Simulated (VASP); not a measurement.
# Ti (Fm-3m) in VASP: further runs, part 2 of 2

VASP 6.6.1.

**3. Single point, r2SCAN, collinear spin (15.95 Å³/atom)**

This run uses another cell than the first one, of 15.95 Å³/atom.

POSCAR reads:

```
Ti
1.0
    0.0000000000      1.9980564387      1.9980564387
    1.9980564387      0.0000000000      1.9980564387
    1.9980564387      1.9980564387      0.0000000000
Ti
1
Direct
    0.0000000000      0.0000000000      0.0000000000
```

INCAR.step1 reads:

```
  ALGO = Normal
  EDIFF = 1E-4
  ENCUT = 520
  GGA = PE
  ISMEAR = -1
  ISPIN = 2
  LASPH = True
  LCHARG = False
  LMAXMIX = 4
  LREAL = False
  LWAVE = True
  MAGMOM = 1
  NBANDS = 16
  NELM = 150
  PREC = Accurate
  SIGMA = 0.05
```

INCAR.step2 reads:

```
  ALGO = Normal
  EDIFF = 1E-6
  ENCUT = 520
  ISIF = 2
  ISMEAR = -1
  ISPIN = 2
  ISTART = 1
  LASPH = True
  LCHARG = True
  LELF = True
  LMAXMIX = 4
  LMIXTAU = True
  LORBIT = 11
  LREAL = False
  LVHAR = True
  LWAVE = False
  MAGMOM = 1
  METAGGA = R2SCAN
  NBANDS = 16
  NELM = 150
  PREC = Accurate
  SIGMA = 0.05
```

KPOINTS reads:

```
k-points
0
Gamma
  15 15 15
```

Potentials or basis: VASP PAW PBE potentials, release 64 (Ti_sv).

The run is started by

```
cat potpaw_PBE.64/Ti_sv/POTCAR > POTCAR
cp INCAR.step1 INCAR
mpirun -np 1 vasp_std > vasp.out
cp INCAR.step2 INCAR
mpirun -np 1 vasp_std > vasp.out
```

OUTCAR:

```text
EDIFF = 1E-6
   ENCUT = 520
   ISIF = 2
   ISMEAR = -1
   ISPIN = 2
   ISTART = 1
   LASPH = True
   LORBIT = 11
   LREAL = False
   METAGGA = R2SCAN
   NELM = 150
   PREC = Accurate

 ion  position               nearest neighbor table
   1  0.000  0.000  0.000-

  LATTYP: Found a face centered cubic cell.
 ALAT       =     3.9961128774

  Lattice vectors:

 A1 = (   0.0000000000,   1.9980564387,   1.9980564387)
 A2 = (   1.9980564387,   0.0000000000,   1.9980564387)
 A3 = (   1.9980564387,   1.9980564387,   0.0000000000)

Analysis of symmetry for initial positions (statically):
=====================================================================
 Subroutine PRICEL returns:
 Original cell was already a primitive cell.

 Routine SETGRP: Setting up the symmetry group for a
 face centered cubic supercell.

 Subroutine GETGRP returns: Found 48 space group operations
 (whereof 48 operations were pure point group operations)
 out of a pool of 48 trial point group operations.

The static configuration has the point symmetry O_h .

Analysis of symmetry for dynamics (positions and initial velocities):
=====================================================================
 Subroutine PRICEL returns:
 Original cell was already a primitive cell.

 Routine SETGRP: Setting up the symmetry group for a
 face centered cubic supercell.

 Subroutine GETGRP returns: Found 48 space group operations
 (whereof 48 operations were pure point group operations)
 out of a pool of 48 trial point group operations.

The dynamic configuration has the point symmetry O_h .

Analysis of structural, dynamic, and magnetic symmetry:
=====================================================================
 Subroutine PRICEL returns:
 Original cell was already a primitive cell.

 Routine SETGRP: Setting up the symmetry group for a
 face centered cubic supercell.

 Subroutine GETGRP returns: Found 48 space group operations
 (whereof 48 operations were pure point group operations)
 out of a pool of 48 trial point group operations.

The overall configuration has the point symmetry O_h .

 Subroutine INISYM returns: Found 48 space group operations
 (whereof 48 operations are pure point group operations),
 and found     1 'primitive' translations

----------------------------------------------------------------------------------------

                                     Primitive cell

  volume of cell :      15.9534

  direct lattice vectors                    reciprocal lattice vectors
     0.000000000  1.998056439  1.998056439    -0.250243181  0.250243181  0.250243181
     1.998056439  0.000000000  1.998056439     0.250243181 -0.250243181  0.250243181
     1.998056439  1.998056439  0.000000000     0.250243181  0.250243181 -0.250243181

  length of vectors
     2.825678514  2.825678514  2.825678514     0.433433905  0.433433905  0.433433905

  position of ions in fractional coordinates (direct lattice)
     0.000000000  0.000000000  0.000000000

  ion indices of the primitive-cell ions
   primitive index   ion index
                 1           1

----------------------------------------------------------------------------------------

 KPOINTS: k-points

[... 54 lines left out ...]
   ions per type =               1
   NGX,Y,Z   is equivalent  to a cutoff of  14.12, 14.12, 14.12 a.u.
   NGXF,Y,Z  is equivalent  to a cutoff of  28.24, 28.24, 28.24 a.u.
 SYSTEM =  unknown system
   PREC   = accura    normal or accurate (medium, high low for compatibility)
   ISTART =      1    job   : 0-new  1-cont  2-samecut
   ICHARG =      0    charge: 1-file 2-atom 10-const
   ISPIN  =      2    spin polarized calculation?
   LNONCOLLINEAR =      F non collinear calculations
   LSORBIT =      F    spin-orbit coupling
   LASPH  =      T    aspherical Exc in radial PAW
   ENCUT  =  520.0 eV  38.22 Ry    6.18 a.u.   5.25  5.25  5.25*2*pi/ulx,y,z
   NELM   =    150;   NELMIN=  2; NELMDL=  0     # of ELM steps
   EDIFF  = 0.1E-05   stopping-criterion for ELM
   LREAL  =      F    real-space projection
   EDIFFG = 0.1E-04   stopping-criterion for IOM
   NSW    =      0    number of steps for IOM
   IBRION =     -1    ionic relax: 0-MD 1-quasi-New 2-CG
   NFREE  =      0    steps in history (QN), initial steepest desc. (CG)
   ISIF   =      2    stress and relaxation
   ISYM   =      2    0-nonsym 1-usesym 2-fastsym
   POTIM  = 0.5000    time-step for ionic-motion
   TEBEG  =    0.0;   TEEND  =   0.0 temperature during run
   PSTRESS=    0.0 pullay stress
   NELECT =      12.0000    total number of electrons
   NUPDOWN=      -1.0000    fix difference up-down
   EMIN   =  10.00;   EMAX   =-10.00  energy-range for DOS
   EFERMI =   0.00;   METHOD = LEGACY
   ISMEAR =    -1;   SIGMA  =   0.05  broadening in eV -4-tet -1-fermi 0-gaus
   EFERMI_NEDOS =   21; number of points for ismear=-14 and -15
   IALGO  =     38    algorithm
   IMIX   =      4    mixing-type and parameters
     AMIX     =   0.40;   BMIX     =  1.00
     AMIX_MAG =   1.60;   BMIX_MAG =  1.00
  volume/ion in A,a.u.               =      15.95       107.66
  Fermi-wavevector in a.u.,A,eV,Ry     =   1.488850  2.813518 30.159669  2.216673
  Thomas-Fermi vector in A             =   2.601832
   LORBIT       =     11    0 simple, 1 ext, 2 COOP (PROOUT), +10 PAW based schemes
   METAGGA = R2SCAN    functional components
   LHFCALC =     F    Hartree Fock is set to
   AEXX    =    0.0000 exact exchange contribution
   IVDW    =     0    specifies the selected vdW correction
   LEPSILON=     F    determine dielectric tensor
   LRPA    =     F    only Hartree local field effects (RPA)
 spin polarized calculation
  energy-cutoff  :      520.00
  volume of cell :       15.95
 maximum number of plane-waves:       444
 NGX is ok and might be reduce to    24
   NGX = 11   NGY = 11   NGZ = 11

 number of electron      11.9999999 magnetization      -0.0000869

 number of electron      11.9999999 magnetization       0.0000004

 Free energy of the ion-electron system (eV)
  ---------------------------------------------------
  ext. energy  EPLUGINS =         0.00000000
  ---------------------------------------------------
  free energy    TOTEN  =       -12.83685120 eV

  energy without entropy =      -12.82564744  energy(sigma->0) =      -12.83124932

 E-fermi :   9.1817     XC(G=0): -12.8545

 val. band max:        9.1784790112   @ k =   0.2667   0.0667   0.0000
 cond. band min:       9.2038824269   @ k =   0.2667   0.0000   0.0000
 fundamental gap:      0.0254034157
 Fermi energy:         9.1817047816

 spin component 1

 k-point     1 :       0.0000    0.0000    0.0000
  band No.  band energies     occupation
      1     -49.7153      1.00000
      2     -24.4067      1.00000
      3     -24.4067      1.00000
      4     -24.4067      1.00000
      5       2.5305      1.00000
      6      10.2339      0.00000
[... 435 lines left out ...]
      5       3.8882      1.00000
      6       9.2785      0.12613
[... 8 lines left out ...]
     15      36.1156      0.00000
     16      36.6356      0.00000

 [... further k-points ...]

 spin component 2

 k-point     1 :       0.0000    0.0000    0.0000
  band No.  band energies     occupation
      1     -49.7153      1.00000
      2     -24.4067      1.00000
      3     -24.4067      1.00000
      4     -24.4067      1.00000
      5       2.5305      1.00000
      6      10.2339      0.00000
[... 435 lines left out ...]
      5       3.8882      1.00000
      6       9.2785      0.12613
[... 8 lines left out ...]
     15      36.1156      0.00000
     16      36.6356      0.00000

 [... further k-points ...]

------------------------ aborting loop because EDIFF is reached ----------------------------------------

  FORCE on cell =-STRESS in cart. coord.  units (eV):
  Direction    XX          YY          ZZ          XY          YZ          ZX
  --------------------------------------------------------------------------------------
  -------------------------------------------------------------------------------------
  Total        1.1329601      1.1329601      1.1329601     -0.0000000      0.0000000     -0.0000000
  in kB      113.7815738    113.7815738    113.7815738     -0.0000000      0.0000000     -0.0000000
  external PRESSURE =     113.7815738 kB  Pullay stress =       0.0000000 kB

 VOLUME and BASIS-vectors are now :
 -----------------------------------------------------------------------------
  energy-cutoff  :      520.00
  volume of cell :       15.95
      direct lattice vectors                 reciprocal lattice vectors
     0.000000000  1.998056439  1.998056439    -0.250243181  0.250243181  0.250243181
     1.998056439  0.000000000  1.998056439     0.250243181 -0.250243181  0.250243181
     1.998056439  1.998056439  0.000000000     0.250243181  0.250243181 -0.250243181

 POSITION                                       TOTAL-FORCE (eV/Angst)
 -----------------------------------------------------------------------------------
      0.00000      0.00000      0.00000         0.000000     -0.000000      0.000000
 -----------------------------------------------------------------------------------
    total drift:                                0.000000     -0.000000     -0.000000

  FREE ENERGIE OF THE ION-ELECTRON SYSTEM (eV)
  ---------------------------------------------------
  free  energy   TOTEN  =       -12.8368512031 eV

  energy  without entropy=      -12.8256474416  energy(sigma->0) =      -12.83124932

 total charge

# of ion       s       p       d       tot
------------------------------------------
    1        2.263   6.153   1.915  10.331

 magnetization (x)

# of ion       s       p       d       tot
------------------------------------------
    1        0.000   0.000   0.000   0.000
```

It took 89 s on 1 thread of Intel Xeon 6975P-C (Granite Rapids), shared host; peak memory 0.18 GiB.

What came out:

```
Free energy                                           : -12.8369 eV
Pressure                                              : 11.4 GPa
Band gap on the k mesh                                : zero (filled and empty bands overlap)
Net moment                                            : 0.00 μB per cell
Valence electrons inside the program's atomic spheres : Ti 10.33
```

Levels at points of the mesh, in eV from the Fermi level:
Spin up:
```tsv
k point	band 3	band 4	band 5	band 6	band 7	band 8	band 9	band 10
(0.00, 0.00, 0.00)	-33.59	-33.59	-6.65	1.05	1.05	1.05	3.06	3.06
```
Spin down:
| k point | band 2 | band 3 | band 4 | band 5 | band 6 | band 7 | band 8 | band 9 | band 10 | band 11 |
| --- | --- | --- | --- | --- | --- | --- | --- | --- | --- | --- |
| (0.00, 0.00, 0.00) | -33.59 | -33.59 | -33.59 | -6.65 | 1.05 | 1.05 | 1.05 | 3.06 | 3.06 | 16.24 |

Caveat: the cell stands under pressure; the PAW data sets were made with another functional, which shifts forces and pressure a little.

**4. Single point, r2SCAN, collinear spin (16.65 Å³/atom)**

This run uses another cell than the first one, of 16.65 Å³/atom.

POSCAR reads:

```
Ti
1.0
    0.0000000000      2.0266039590      2.0266039590
    2.0266039590      0.0000000000      2.0266039590
    2.0266039590      2.0266039590      0.0000000000
Ti
1
Direct
    0.0000000000      0.0000000000      0.0000000000
```

INCAR.step1 reads:

```
SYSTEM = Ti
PREC     = Accurate       ! precision mode
ENCUT    = 520            ! plane-wave cutoff, eV
ISMEAR   = -1             ! smearing method
SIGMA    = 0.05           ! smearing width, eV
LREAL    = .False.        ! projectors in reciprocal space
LASPH    = .True.         ! aspherical terms in the spheres
NELM     = 150            ! most SCF steps
ISPIN    = 2              ! spin polarisation
MAGMOM   = 1              ! initial moments
LMAXMIX  = 4              ! l up to which the mixer works
NBANDS   = 16             ! bands
GGA      = PE             ! functional
ALGO     = Normal         ! electronic algorithm
EDIFF    = 1E-4           ! SCF threshold, eV
LWAVE    = .True.         ! write WAVECAR
LCHARG   = .False.        ! write CHGCAR
```

INCAR.step2 reads:

```
SYSTEM = Ti
PREC     = Accurate       ! precision mode
ENCUT    = 520            ! plane-wave cutoff, eV
EDIFF    = 1E-6           ! SCF threshold, eV
ISMEAR   = -1             ! smearing method
SIGMA    = 0.05           ! smearing width, eV
LREAL    = .False.        ! projectors in reciprocal space
LASPH    = .True.         ! aspherical terms in the spheres
NELM     = 150            ! most SCF steps
ALGO     = Normal         ! electronic algorithm
ISIF     = 2              ! what is computed and relaxed
LWAVE    = .False.        ! write WAVECAR
LCHARG   = .True.         ! write CHGCAR
ISPIN    = 2              ! spin polarisation
MAGMOM   = 1              ! initial moments
LORBIT   = 11             ! projections on sites
LMAXMIX  = 4              ! l up to which the mixer works
METAGGA  = R2SCAN         ! meta-GGA
LMIXTAU  = .True.       
LELF     = .True.         ! ELF
LVHAR    = .True.       
NBANDS   = 16             ! bands
ISTART   = 1
```

KPOINTS reads:

```
Automatic mesh
0
Gamma
  15 15 15
  0 0 0
```

Potentials or basis: VASP PAW PBE potentials, release 64 (Ti_sv).

The run is started by

```
cat potpaw_PBE.64/Ti_sv/POTCAR > POTCAR
cp INCAR.step1 INCAR
mpirun -np 1 vasp_std > vasp.out
cp INCAR.step2 INCAR
mpirun -np 1 vasp_std > vasp.out
```

OUTCAR:

```text
SYSTEM = Ti
   PREC = Accurate
   ENCUT = 520
   EDIFF = 1E-6
   ISMEAR = -1
   LREAL = .False.
   LASPH = .True.
   NELM = 150
   ISIF = 2
   ISPIN = 2
   LORBIT = 11
   METAGGA = R2SCAN
   ISTART = 1

 ion  position               nearest neighbor table
   1  0.000  0.000  0.000-

  LATTYP: Found a face centered cubic cell.
 ALAT       =     4.0532079180

  Lattice vectors:

 A1 = (   0.0000000000,   2.0266039590,   2.0266039590)
 A2 = (   2.0266039590,   0.0000000000,   2.0266039590)
 A3 = (   2.0266039590,   2.0266039590,   0.0000000000)

Analysis of symmetry for initial positions (statically):
=====================================================================
 Subroutine PRICEL returns:
 Original cell was already a primitive cell.

 Routine SETGRP: Setting up the symmetry group for a
 face centered cubic supercell.

 Subroutine GETGRP returns: Found 48 space group operations
 (whereof 48 operations were pure point group operations)
 out of a pool of 48 trial point group operations.

The static configuration has the point symmetry O_h .

Analysis of symmetry for dynamics (positions and initial velocities):
[... 642 lines left out ...]
 k-point     1 :       0.0000    0.0000    0.0000
  band No.  band energies     occupation
      1     -50.2722      1.00000
      2     -25.0236      1.00000
      3     -25.0235      1.00000
      4     -25.0235      1.00000
      5       2.1323      1.00000
      6       9.7253      0.00000
[... 435 lines left out ...]
      5       3.4432      1.00000
      6       8.8251      0.07158
[... 8 lines left out ...]
     15      34.9315      0.00000
     16      35.5018      0.00000

 [... further k-points ...]

------------------------ aborting loop because EDIFF is reached ----------------------------------------

  FORCE on cell =-STRESS in cart. coord.  units (eV):
  Direction    XX          YY          ZZ          XY          YZ          ZX
  --------------------------------------------------------------------------------------
  -------------------------------------------------------------------------------------
  Total        0.5663388      0.5663388      0.5663388     -0.0000000     -0.0000000      0.0000000
  in kB       54.5067401     54.5067401     54.5067401     -0.0000000     -0.0000000      0.0000000
  external PRESSURE =      54.5067401 kB  Pullay stress =       0.0000000 kB

 VOLUME and BASIS-vectors are now :
 -----------------------------------------------------------------------------
  energy-cutoff  :      520.00
  volume of cell :       16.65
      direct lattice vectors                 reciprocal lattice vectors
     0.000000000  2.026603959  2.026603959    -0.246718160  0.246718160  0.246718160
     2.026603959  0.000000000  2.026603959     0.246718160 -0.246718160  0.246718160
     2.026603959  2.026603959  0.000000000     0.246718160  0.246718160 -0.246718160

 POSITION                                       TOTAL-FORCE (eV/Angst)
 -----------------------------------------------------------------------------------
      0.00000      0.00000      0.00000         0.000000     -0.000000     -0.000000
 -----------------------------------------------------------------------------------
    total drift:                               -0.000000      0.000000      0.000000

  FREE ENERGIE OF THE ION-ELECTRON SYSTEM (eV)
  ---------------------------------------------------
  free  energy   TOTEN  =       -12.8734281136 eV

  energy  without entropy=      -12.8620671957  energy(sigma->0) =      -12.86774765

 total charge

# of ion       s       p       d       tot
------------------------------------------
    1        2.254   6.145   1.874  10.273

 magnetization (x)

# of ion       s       p       d       tot
------------------------------------------
    1       -0.000   0.000  -0.000  -0.000
```

OUTCAR.step1:

```text
SYSTEM = Ti
   PREC = Accurate
   ENCUT = 520
   ISMEAR = -1
   LREAL = .False.
   LASPH = .True.
[... 1152 lines left out ...]
 -----------------------------------------------------------------------------------
      0.00000      0.00000      0.00000         0.000000      0.000000     -0.000000
 -----------------------------------------------------------------------------------
    total drift:                                0.000000      0.000000      0.000000

  FREE ENERGIE OF THE ION-ELECTRON SYSTEM (eV)
  ---------------------------------------------------
  free  energy   TOTEN  =        -7.7748993524 eV

  energy  without entropy=       -7.7612856689  energy(sigma->0) =       -7.76809251
```

It took 1.7 min on 1 thread of Intel Xeon 6975P-C (Granite Rapids), shared host; peak memory 0.18 GiB.

Results:

| Quantity | Value |
| --- | --- |
| Free energy | -12.8734 eV |
| Pressure | 5.5 GPa |
| Band gap on the k mesh | zero (filled and empty bands overlap) |
| Net moment | 0.00 μB per cell |
| Valence electrons inside the program's atomic spheres | Ti 10.27 |

Caveat: the cell stands under pressure; the PAW data sets were made with another functional, which shifts forces and pressure a little.

**5. The runs side by side**

```tsv
cell	gap on the mesh (eV)	pressure (GPa)	moment (μB)
a = 2.784 Å, angles 60.0°, 1 atom	none	18.4	0.00
a = 2.826 Å, angles 60.0°, 1 atom	none	11.4	0.00
a = 2.866 Å, angles 60.0°, 1 atom	none	5.5	0.00
```

Alike in all rows: task single point; level r2SCAN; potentials or basis VASP PAW PBE potentials, release 64 (Ti_sv); spin collinear; k mesh 15 × 15 × 15; cutoff (eV) 520; smearing fermi-dirac 0.05 eV.

Caveats: the cell stands under pressure; the PAW data sets were made with another functional, which shifts forces and pressure a little.

Absolute energies hang on the potentials; compare differences alone.
